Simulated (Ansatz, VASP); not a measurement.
## One calculation of BN, two programs

POSCAR

```
BN
1.0
    0.0000000000      1.8123485119      1.8123485119
    1.8123485119      0.0000000000      1.8123485119
    1.8123485119      1.8123485119      0.0000000000
B N
1 1
Direct
    0.0000000000      0.0000000000      0.0000000000
    0.7500000000      0.7500000000      0.7500000000
```

INCAR.step1

```
SYSTEM = BN
ALGO = Normal ; EDIFF = 1E-4
ENCUT = 520 ; GGA = PE
ISMEAR = 0 ; LASPH = .True.
LCHARG = .False. ; LREAL = .False.
LWAVE = .True. ; NBANDS = 11
NELM = 60 ; PREC = Accurate
SIGMA = 0.02
```

The input INCAR.step2:

```
SYSTEM = BN
ALGO = Normal ; EDIFF = 1E-6
ENCUT = 520 ; ISIF = 2
ISMEAR = 0 ; ISTART = 1
LASPH = .True. ; LCHARG = .False.
LMIXTAU = .True. ; LREAL = .False.
LWAVE = .False. ; METAGGA = R2SCAN
NBANDS = 11 ; NELM = 60
PREC = Accurate ; SIGMA = 0.02
```

KPOINTS

```
k-points
0
Gamma
  12 12 12
  0 0 0
```

Input for Ansatz:

```yaml
crystal:
  lattice:
    - [0.0, 1.8123485119, 1.8123485119]
    - [1.8123485119, 0.0, 1.8123485119]
    - [1.8123485119, 1.8123485119, 0.0]
  atoms:
    - { symbol: B, position: [0.0, 0.0, 0.0] }
    - { symbol: "N", position: [0.75, 0.75, 0.75] }
basis:
  ecutwfc: 500
kpoints:
  mp_grid: { grid: [12, 12, 12] }
  band_path:
    path:
      - [[0.0, 0.0, 0.0], [-0.5, -0.5, 0.0], [-0.375, -0.375, 0.25]]
      - [[-0.375, 0.0, 0.375], [0.0, 0.0, 0.0], [0.0, 0.0, 0.5], [-0.5, -0.25, 0.25], [-0.5, -0.5, 0.0]]
    npoints: 14
hamiltonian:
  xc: r2scan
scf:
  occupations: { method: gaussian, width: 0.02 }
  n_extra_bands: 6
output:
  forces: true
  stress: true
  eigenvalues: true
  populations: true
  dos: { projected: true, de: 0.02, nscf_kmesh: { grid: [18, 18, 18] } }
  bader: true
```

Alike in both runs: task single point; functional r2SCAN; k mesh 12 × 12 × 12; occupations gaussian, width 0.02 eV; no spin polarisation.

|  | VASP | Ansatz |
| --- | --- | --- |
| version | VASP 6.6.1 | Ansatz 0.2.0 |
| potentials or method | VASP PAW PBE potentials, release 64 (B, N), cutoff 520 eV | scalar-relativistic, plane waves, PAW |
| valence electrons in the cell | 8 | 8 |

Ansatz gave:

| Quantity | Value |
| --- | --- |
| gap on the k mesh at the Fermi level (eV) | 4.99 |
| least direct gap on the mesh (eV) | 9.52 |
| pressure (GPa) | -4.8 |

Question: What did VASP give for the same quantities?

Answer: gap on the k mesh at the Fermi level (eV): 4.97; least direct gap on the mesh (eV): 9.49; pressure (GPa): -3.7.

VASP's potentials were made for PBE, not for r2SCAN. With one functional, cell and mesh, what is left measures potentials, basis and numerics.
